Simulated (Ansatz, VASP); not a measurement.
Two plane-wave programs on KBr

Contents of POSCAR:

```
KBr
1.0
    0.0000000000      3.4088218827      3.4088218827
    3.4088218827      0.0000000000      3.4088218827
    3.4088218827      3.4088218827      0.0000000000
K Br
1 1
Direct
    0.0000000000      0.0000000000      0.0000000000
    0.5000000000      0.5000000000      0.5000000000
```

File INCAR.step1:

```
SYSTEM = KBr
ALGO = Normal
EDIFF = 1E-4
ENCUT = 520
GGA = PE
ISMEAR = 0
LASPH = .True.
LCHARG = .False.
LREAL = .False.
LWAVE = .True.
NBANDS = 15
NELM = 100
PREC = Accurate
SIGMA = 0.02
```

File INCAR.step2:

```
SYSTEM = KBr
ALGO = Normal
EDIFF = 1E-6
ENCUT = 520
ISIF = 2
ISMEAR = 0
ISTART = 1
LASPH = .True.
LCHARG = .True.
LELF = .True.
LMIXTAU = .True.
LREAL = .False.
LVHAR = .True.
LWAVE = .False.
METAGGA = R2SCAN
NBANDS = 15
NELM = 100
PREC = Accurate
SIGMA = 0.02
```

KPOINTS

```
k-points
0
Gamma
  6 6 6
  0 0 0
```

Input for Ansatz:

```yaml
crystal:
  lattice:
    - [0.0, 3.4088218827, 3.4088218827]
    - [3.4088218827, 0.0, 3.4088218827]
    - [3.4088218827, 3.4088218827, 0.0]
  atoms:
    - { symbol: K, position: [0.0, 0.0, 0.0] }
    - { symbol: Br, position: [0.5, 0.5, 0.5] }
basis:
  ecutwfc: 500
kpoints:
  mp_grid: { grid: [6, 6, 6] }
hamiltonian:
  xc: r2scan
scf:
  occupations: { method: gaussian, width: 0.02 }
output:
  forces: true
  stress: true
  eigenvalues: true
```

Alike in both runs: task single point; functional r2SCAN; k mesh 6 × 6 × 6; occupations gaussian, width 0.02 eV; no spin polarisation.

```csv
,VASP,Ansatz
version,VASP 6.6.1,Ansatz 0.2.0
potentials or method,"VASP PAW PBE potentials, release 64 (K_sv, Br), cutoff 520 eV","scalar-relativistic, plane waves, PAW"
valence electrons in the cell,16,16
```

```tsv
	VASP	Ansatz	Ansatz less VASP
gap on the k mesh at the Fermi level (eV)	4.82	4.82	-0.002
least direct gap on the mesh (eV)	4.82	4.82	-0.002
pressure (GPa)	-1.2	-1.2	+0.01
```

VASP's potentials were made for PBE, not for r2SCAN.
